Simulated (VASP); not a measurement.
# IrO2 (IrO2 (P4_2/mnm)) (P4_2/mnm) in VASP: further runs

The runs below take IrO2 (IrO2 (P4_2/mnm)) through single point, relaxation of cell and atoms, with PBE.

Everything below comes from runs of VASP 6.6.1. Logs are shortened: lines on timing, memory, paths and dates and some standing lists are left out, and cuts for length are marked.

## (1) The cell of the first run

The structure is tetragonal, space group P4_2/mnm (No. 136). The conventional cell has a = 4.561 Å, b = 4.561 Å, c = 3.189 Å, α = 90.00°, β = 90.00°, γ = 90.00°. Within 2.6 Å of Ir (site symmetry mmm) lie 6 O at 1.99 to 2.02 Å. O (site symmetry m2m) has 3 Ir at 1.99 to 2.02 Å and 1 O at 2.48 Å within 2.6 Å.

## (2) Single point, PBE

Contents of INCAR:

```
ALGO = Normal
EDIFF = 1E-6
ENCUT = 600
GGA = PE
GGA_COMPAT = False
ISIF = 2
ISMEAR = -1
LASPH = True
LCHARG = False
LREAL = False
LWAVE = False
NBANDS = 30
NELM = 120
PREC = Accurate
SIGMA = 0.5
```

Contents of KPOINTS:

```
k-points
0
Gamma
  9 9 12
```

Contents of POSCAR:

```
IrO2
1.0
    4.5612760961      0.0000000000      0.0000000000
    0.0000000000      4.5612760961      0.0000000000
    0.0000000000      0.0000000000      3.1890623694
Ir O
2 4
Direct
    0.5000000000      0.5000000000      0.5000000000
    0.0000000000      0.0000000000      0.0000000000
    0.6918571909      0.6918571909      0.0000000000
    0.8081428091      0.1918571909      0.5000000000
    0.3081428091      0.3081428091      0.0000000000
    0.1918571909      0.8081428091      0.5000000000
```

Potentials or basis: VASP PAW PBE potentials, release 64 (Ir, O).

Command:

```
$ cat potpaw_PBE.64/Ir/POTCAR potpaw_PBE.64/O/POTCAR > POTCAR
$ mpirun -np 1 vasp_std > vasp.out
```

OUTCAR:

```text
EDIFF = 1E-6
   ENCUT = 600
   GGA = PE
   ISIF = 2
   ISMEAR = -1
   LASPH = True
   LREAL = False
   NELM = 120
   PREC = Accurate

 ion  position               nearest neighbor table
   1  0.500  0.500  0.500-   4 1.99   6 1.99   5 2.02   3 2.02   3 2.02   5 2.02
   2  0.000  0.000  0.000-   3 1.99   5 1.99   4 2.02   6 2.02   4 2.02   6 2.02
   3  0.692  0.692  0.000-   2 1.99   1 2.02   1 2.02
   4  0.808  0.192  0.500-   1 1.99   2 2.02   2 2.02
   5  0.308  0.308  0.000-   2 1.99   1 2.02   1 2.02
   6  0.192  0.808  0.500-   1 1.99   2 2.02   2 2.02

  LATTYP: Found a simple tetragonal cell.
 ALAT       =     4.5612760961
 C/A-ratio  =     0.6991601259

  Lattice vectors:

 A1 = (   4.5612760961,   0.0000000000,   0.0000000000)
 A2 = (   0.0000000000,   4.5612760961,   0.0000000000)
 A3 = (   0.0000000000,   0.0000000000,   3.1890623694)

Analysis of symmetry for initial positions (statically):
=====================================================================
 Subroutine PRICEL returns:
 Original cell was already a primitive cell.

 Routine SETGRP: Setting up the symmetry group for a
 simple tetragonal supercell.

 Subroutine GETGRP returns: Found 16 space group operations
 (whereof  8 operations were pure point group operations)
 out of a pool of 16 trial point group operations.

The static configuration has the point symmetry D_2h.
 The point group associated with its full space group is D_4h.

Analysis of symmetry for dynamics (positions and initial velocities):
=====================================================================
 Subroutine PRICEL returns:
 Original cell was already a primitive cell.

 Routine SETGRP: Setting up the symmetry group for a
 simple tetragonal supercell.

 Subroutine GETGRP returns: Found 16 space group operations
 (whereof  8 operations were pure point group operations)
 out of a pool of 16 trial point group operations.

The dynamic configuration has the point symmetry D_2h.
 The point group associated with its full space group is D_4h.

 Subroutine INISYM returns: Found 16 space group operations
 (whereof  8 operations are pure point group operations),
 and found     1 'primitive' translations

----------------------------------------------------------------------------------------

                                     Primitive cell

  volume of cell :      66.3492

  direct lattice vectors                    reciprocal lattice vectors
     4.561276096  0.000000000  0.000000000     0.219236893  0.000000000  0.000000000
     0.000000000  4.561276096  0.000000000     0.000000000  0.219236893  0.000000000
     0.000000000  0.000000000  3.189062369     0.000000000  0.000000000  0.313571791

  length of vectors
     4.561276096  4.561276096  3.189062369     0.219236893  0.219236893  0.313571791

  position of ions in fractional coordinates (direct lattice)
     0.500000000  0.500000000  0.500000000
     0.000000000  0.000000000  0.000000000
     0.691857191  0.691857191  0.000000000
     0.808142809  0.191857191  0.500000000
     0.308142809  0.308142809  0.000000000
     0.191857191  0.808142809  0.500000000

  ion indices of the primitive-cell ions
   primitive index   ion index
                 1           1
                 2           2
                 3           3
                 4           4
                 5           5
                 6           6

----------------------------------------------------------------------------------------

 KPOINTS: k-points

Automatic generation of k-mesh.
 Grid dimensions read from file:
 generate k-points for:    9    9   12

 Generating k-lattice:

  Cartesian coordinates                     Fractional coordinates (reciprocal lattice)
     0.024359655  0.000000000  0.000000000     0.111111111  0.000000000  0.000000000
     0.000000000  0.024359655  0.000000000     0.000000000  0.111111111  0.000000000
     0.000000000  0.000000000  0.026130983     0.000000000  0.000000000  0.083333333

  Length of vectors
     0.024359655  0.024359655  0.026130983

  Shift w.r.t. Gamma in fractional coordinates (k-lattice)
     0.000000000  0.000000000  0.000000000

 Subroutine IBZKPT returns following result:
 ===========================================

 Found    105 irreducible k-points:

 Following reciprocal coordinates:
            Coordinates               Weight
  0.000000  0.000000  0.000000      1.000000
  0.111111  0.000000  0.000000      4.000000
  0.222222  0.000000  0.000000      4.000000
  0.333333  0.000000  0.000000      4.000000
  0.444444  0.000000  0.000000      4.000000
  0.111111  0.111111  0.000000      4.000000
[... 16 lines left out ...]
  0.333333  0.111111  0.083333     16.000000
  0.444444  0.111111  0.083333     16.000000
 [... further k-points ...]
   k-points           NKPTS =    105   k-points in BZ     NKDIM =    105   number of bands    NBANDS=     30
   number of dos      NEDOS =    301   number of ions     NIONS =      6
   total plane-waves  NPLWV =  36288
   dimension x,y,z NGX =    36 NGY =   36 NGZ =   28
   dimension x,y,z NGXF=    72 NGYF=   72 NGZF=   56
   ions per type =               2   4
   NGX,Y,Z   is equivalent  to a cutoff of  13.12, 13.12, 14.60 a.u.
   NGXF,Y,Z  is equivalent  to a cutoff of  26.24, 26.24, 29.19 a.u.
 SYSTEM =  unknown system
   PREC   = accura    normal or accurate (medium, high low for compatibility)
   ISTART =      0    job   : 0-new  1-cont  2-samecut
   ICHARG =      2    charge: 1-file 2-atom 10-const
   ISPIN  =      1    spin polarized calculation?
   LNONCOLLINEAR =      F non collinear calculations
   LSORBIT =      F    spin-orbit coupling
   LASPH  =      T    aspherical Exc in radial PAW
   ENCUT  =  600.0 eV  44.10 Ry    6.64 a.u.   9.11  9.11  6.37*2*pi/ulx,y,z
   NELM   =    120;   NELMIN=  2; NELMDL= -5     # of ELM steps
   EDIFF  = 0.1E-05   stopping-criterion for ELM
   LREAL  =      F    real-space projection
   EDIFFG = 0.1E-04   stopping-criterion for IOM
   NSW    =      0    number of steps for IOM
   IBRION =     -1    ionic relax: 0-MD 1-quasi-New 2-CG
   NFREE  =      0    steps in history (QN), initial steepest desc. (CG)
   ISIF   =      2    stress and relaxation
   ISYM   =      2    0-nonsym 1-usesym 2-fastsym
   POTIM  = 0.5000    time-step for ionic-motion
   TEBEG  =    0.0;   TEEND  =   0.0 temperature during run
   PSTRESS=    0.0 pullay stress
   NELECT =      42.0000    total number of electrons
   NUPDOWN=      -1.0000    fix difference up-down
   EMIN   =  10.00;   EMAX   =-10.00  energy-range for DOS
   EFERMI =   0.00;   METHOD = LEGACY
   ISMEAR =    -1;   SIGMA  =   0.50  broadening in eV -4-tet -1-fermi 0-gaus
   EFERMI_NEDOS =   21; number of points for ismear=-14 and -15
   IALGO  =     38    algorithm
   IMIX   =      4    mixing-type and parameters
     AMIX     =   0.40;   BMIX     =  1.00
     AMIX_MAG =   1.60;   BMIX_MAG =  1.00
  volume/ion in A,a.u.               =      11.06        74.62
  Fermi-wavevector in a.u.,A,eV,Ry     =   1.405657  2.656307 26.883364  1.975872
  Thomas-Fermi vector in A             =   2.528096
   LORBIT       =      0    0 simple, 1 ext, 2 COOP (PROOUT), +10 PAW based schemes
   GGA     = PE    functional components
   LHFCALC =     F    Hartree Fock is set to
   AEXX    =    0.0000 exact exchange contribution
   IVDW    =     0    specifies the selected vdW correction
   LEPSILON=     F    determine dielectric tensor
   LRPA    =     F    only Hartree local field effects (RPA)
 non-spin polarized calculation
  energy-cutoff  :      600.00
  volume of cell :       66.35
 maximum number of plane-waves:      2236
   NGX = 19   NGY = 19   NGZ = 13

 number of electron      42.0000007 magnetization

 Free energy of the ion-electron system (eV)
  ---------------------------------------------------
  ext. energy  EPLUGINS =         0.00000000
  ---------------------------------------------------
  free energy    TOTEN  =       -43.38344644 eV

  energy without entropy =      -41.21747199  energy(sigma->0) =      -42.30045921

 E-fermi :   5.7978     XC(G=0): -11.7992

 val. band max:        5.7956270138   @ k =   0.3333   0.3333   0.1667
 cond. band min:       5.8030973107   @ k =   0.4444   0.3333   0.5000
 fundamental gap:      0.0074702969
 Fermi energy:         5.7977642863

 k-point     1 :       0.0000    0.0000    0.0000
  band No.  band energies     occupation
      1     -15.1663      2.00000
      2     -14.0184      2.00000
      3     -13.0558      2.00000
      4     -13.0558      2.00000
      5      -3.7812      2.00000
      6      -3.5155      2.00000
[... 22 lines left out ...]
     29      14.1863      0.00000
     30      17.1552      0.00000

 k-point     2 :       0.1111    0.0000    0.0000
  band No.  band energies     occupation
      1     -15.1212      2.00000
      2     -14.0139      2.00000
      3     -13.1138      2.00000
      4     -13.0811      2.00000
      5      -3.6619      2.00000
      6      -3.4261      2.00000
[... 22 lines left out ...]
     29      14.2390      0.00000
     30      17.0742      0.00000

 k-point     3 :       0.2222    0.0000    0.0000
  band No.  band energies     occupation
      1     -14.9896      2.00000
      2     -14.0154      2.00000
      3     -13.2576      2.00000
      4     -13.1513      2.00000
      5      -3.3311      2.00000
      6      -3.1717      2.00000
[... 22 lines left out ...]
     29      14.4182      0.00000
     30      16.8319      0.00000

 k-point     4 :       0.3333    0.0000    0.0000
  band No.  band energies     occupation
      1     -14.7839      2.00000
      2     -14.0801      2.00000
      3     -13.3928      2.00000
      4     -13.2497      2.00000
      5      -2.8711      2.00000
      6      -2.8006      2.00000
[... 22 lines left out ...]
     29      14.7588      0.00000
     30      16.4135      0.00000

 k-point     5 :       0.4444    0.0000    0.0000
  band No.  band energies     occupation
      1     -14.5283      2.00000
      2     -14.2676      2.00000
      3     -13.4183      2.00000
      4     -13.3512      2.00000
      5      -2.4633      2.00000
      6      -2.4518      2.00000
[... 22 lines left out ...]
     29      15.2583      0.00000
     30      15.8502      0.00000
[... 526 lines left out ...]
     29      14.5510      0.00000
     30      16.9672      0.00000

 k-point    22 :       0.2222    0.1111    0.0833
  band No.  band energies     occupation
      1     -14.9003      2.00000
      2     -13.9823      2.00000
      3     -13.3562      2.00000
      4     -13.1503      2.00000
      5      -3.4703      2.00000
      6      -2.7558      2.00000
[... 22 lines left out ...]
     29      14.6755      0.00000
     30      16.7427      0.00000

 k-point    23 :       0.3333    0.1111    0.0833
  band No.  band energies     occupation
      1     -14.7143      2.00000
      2     -14.0578      2.00000
      3     -13.4466      2.00000
      4     -13.2399      2.00000
      5      -3.1833      2.00000
      6      -2.3592      2.00000
[... 22 lines left out ...]
     29      14.9644      0.00000
     30      16.3915      0.00000

 k-point    24 :       0.4444    0.1111    0.0833
  band No.  band energies     occupation
      1     -14.4832      2.00000
      2     -14.2435      2.00000
      3     -13.4312      2.00000
      4     -13.3455      2.00000
      5      -2.7745      2.00000
      6      -2.3708      2.00000
[... 22 lines left out ...]
     29      15.4058      0.00000
     30      15.9194      0.00000

 [... further k-points ...]

------------------------ aborting loop because EDIFF is reached ----------------------------------------

  FORCE on cell =-STRESS in cart. coord.  units (eV):
  Direction    XX          YY          ZZ          XY          YZ          ZX
  --------------------------------------------------------------------------------------
  -------------------------------------------------------------------------------------
  Total        0.7020216      0.7020216      1.0301279      0.0000000      0.0000000      0.0000000
  in kB       16.9521699     16.9521699     24.8751667      0.0000000      0.0000000      0.0000000
  external PRESSURE =      19.5931688 kB  Pullay stress =       0.0000000 kB

 VOLUME and BASIS-vectors are now :
 -----------------------------------------------------------------------------
  energy-cutoff  :      600.00
  volume of cell :       66.35
      direct lattice vectors                 reciprocal lattice vectors
     4.561276096  0.000000000  0.000000000     0.219236893  0.000000000  0.000000000
     0.000000000  4.561276096  0.000000000     0.000000000  0.219236893  0.000000000
     0.000000000  0.000000000  3.189062369     0.000000000  0.000000000  0.313571791

 POSITION                                       TOTAL-FORCE (eV/Angst)
 -----------------------------------------------------------------------------------
      2.28064      2.28064      1.59453         0.000000      0.000000     -0.000000
      0.00000      0.00000      0.00000         0.000000      0.000000     -0.000000
      3.15575      3.15575      0.00000         0.007575      0.007575      0.000000
      3.68616      0.87511      1.59453        -0.007575      0.007575      0.000000
      1.40552      1.40552      0.00000        -0.007575     -0.007575     -0.000000
      0.87511      3.68616      1.59453         0.007575     -0.007575     -0.000000
 -----------------------------------------------------------------------------------
    total drift:                                0.000000      0.000000      0.000000

  FREE ENERGIE OF THE ION-ELECTRON SYSTEM (eV)
  ---------------------------------------------------
  free  energy   TOTEN  =       -43.3834464428 eV

  energy  without entropy=      -41.2174719864  energy(sigma->0) =      -42.30045921
```

Wall time 2.7 min (1 thread of AMD EPYC 9R45 (Zen 5), shared host); peak memory 0.3 GiB.

Results:

```yaml
Free_energy: -43.3834 eV
Pressure: 2.0 GPa
Largest_force: 0.011 eV/Å
Band_gap_on_the_k_mesh: zero (band 21 reaches 6.19 eV, above the bottom of band 22 at 5.28 eV)
```

Forces on the atoms (eV/Å):
```
Ir   0.000  0.000  0.000
Ir   0.000  0.000  0.000
O    0.008  0.008  0.000
O   -0.008  0.008  0.000
O   -0.008 -0.008  0.000
O    0.008 -0.008  0.000
```

Levels at points of the mesh, in eV from the Fermi level:
```
           k point  band 18  band 19  band 20  band 21  band 22  band 23  band 24  band 25
(0.00, 0.00, 0.00)    -2.43    -2.38    -2.26    -2.22     0.50     1.08     3.86     3.86
(0.00, 0.00, 0.50)    -1.93    -0.77    -0.77     0.14     0.14     2.06     2.06     2.49
```

Caveat: spin-orbit coupling is left out, which moves the levels of the heavy elements.

## (3) Relaxation of cell and atoms, PBE

This run uses another cell than the first one, of 10.75 Å³/atom, 0.972 times its volume.

Contents of INCAR:

```
  PREC = Accurate
  ENCUT = 600
  EDIFF = 1E-7
  ISMEAR = -1
  SIGMA = 0.5
  LREAL = F
  LASPH = T
  NELM = 120
  ALGO = Normal
  ISIF = 3
  LWAVE = F
  LCHARG = F
  GGA = PE
  IBRION = 2
  NSW = 80
  EDIFFG = -0.005
  GGA_COMPAT = F
  NELMIN = 4
```

Contents of KPOINTS:

```
Automatic mesh
0
Gamma
  9 9 12
```

Contents of POSCAR:

```
IrO2
1.0
    4.5053139000      0.0000000000      0.0000000000
    0.0000000000      4.5053139000      0.0000000000
    0.0000000000      0.0000000000      3.1767062000
Ir O
2 4
Direct
    0.5000000000      0.5000000000      0.5000000000
    0.0000000000      0.0000000000      0.0000000000
    0.6913367000      0.6913367000      0.0000000000
    0.8086633000      0.1913367000      0.5000000000
    0.3086633000      0.3086633000      0.0000000000
    0.1913367000      0.8086633000      0.5000000000
```

Potentials or basis: VASP PAW PBE potentials, release 64 (Ir, O).

Command:

```
$ cat potpaw_PBE.64/Ir/POTCAR potpaw_PBE.64/O/POTCAR > POTCAR
$ mpirun -np 1 vasp_std > vasp.out
```

Wall time 12 min (1 thread of AMD EPYC 9R45 (Zen 5), shared host); peak memory 0.3 GiB.

It converged, with:

- Free energy: -43.3817 eV
- Relaxed volume: 11.15 Å³/atom
- Relaxed cell: a = 4.572 Å, b = 4.572 Å, c = 3.199 Å, α = 90.00°, β = 90.00°, γ = 90.00°
- Space group after relaxing (to 0.05 Å): P4_2/mnm (No. 136)
- Energy gained by relaxing: 11.2 meV/atom
- Ionic steps: 10
- Pressure after relaxing: 0.0 GPa
- Band gap on the k mesh: zero (band 21 reaches 6.07 eV, above the bottom of band 22 at 5.18 eV)

The path:
```
step  energy change (eV)  largest force (eV/Å)  pressure (GPa)  volume (Å³)
   1              0.0000                0.0369            9.43        64.48
   2              0.0855                0.1194          -11.79        70.56
   3             -0.0646                0.0372           -0.08        66.79
   4             -0.0646                0.0359            0.09        66.74
   5             -0.0668                0.0835            0.05        66.86
   6             -0.0668                0.0692            0.05        66.84
   7             -0.0673                0.0189           -0.08        66.89
   8             -0.0674                0.0015           -0.13        66.91
   9             -0.0674                0.0002            0.15        66.84
  10             -0.0674                0.0007            0.01        66.88
```

Final structure:
```
Ir O
1.0
     4.57242    0.00000    0.00000
     0.00000    4.57242    0.00000
     0.00000    0.00000    3.19872
Ir O
2 4
Direct
  0.50000 0.50000 0.50000
  0.00000 0.00000 0.00000
  0.69180 0.69180 0.00000
  0.80820 0.19180 0.50000
  0.30820 0.30820 0.00000
  0.19180 0.80820 0.50000
```

Levels at points of the mesh, in eV from the Fermi level:
```
           k point  band 19  band 20  band 21  band 22  band 23  band 24
(0.00, 0.00, 0.00)    -2.35    -2.24    -2.19     0.47     1.06     3.81
(0.00, 0.00, 0.50)    -0.76    -0.76     0.14     0.14     2.01     2.01
```

Caveat: spin-orbit coupling is left out, which moves the levels of the heavy elements.
